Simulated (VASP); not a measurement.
PbF2, 3 atoms in the cell. The typed cell holds 3 atoms: a = 4.341 Å, b = 4.341 Å, c = 4.341 Å, α = 59.97°, β = 59.97°, γ = 59.97°. 

| Property | Result |
| --- | --- |
| Program | VASP 6.6.1 |
| Task | single point |
| Functional | PBE |
| Potentials or basis | VASP PAW PBE potentials, release 64 (Pb_d, F) |
| Cutoff | 520 eV |
| k mesh | 10 × 10 × 10 |
| Occupations | gaussian, width 0.05 eV |
| Spin | no spin polarisation |
| Dipole correction | no |
| Further INCAR settings | ALGO = Normal; EDIFF = 1e-06; NBANDS = 21 |

Potentials or basis: VASP PAW PBE potentials, release 64 (Pb_d, F).

Command:

```bash
$ cat potpaw_PBE.64/Pb_d/POTCAR potpaw_PBE.64/F/POTCAR > POTCAR
$ mpirun -np 1 vasp_std > vasp.out
```

Hardware: 1 thread of Oxide Virtual Turin-like Processor, on a shared host.

Q: Estimate the wall time of this run.

A: It took 95 s on 1 thread of Oxide Virtual Turin-like Processor (shared host), peak memory 0.22 GiB. Counts: scf iterations 14, k points 116.
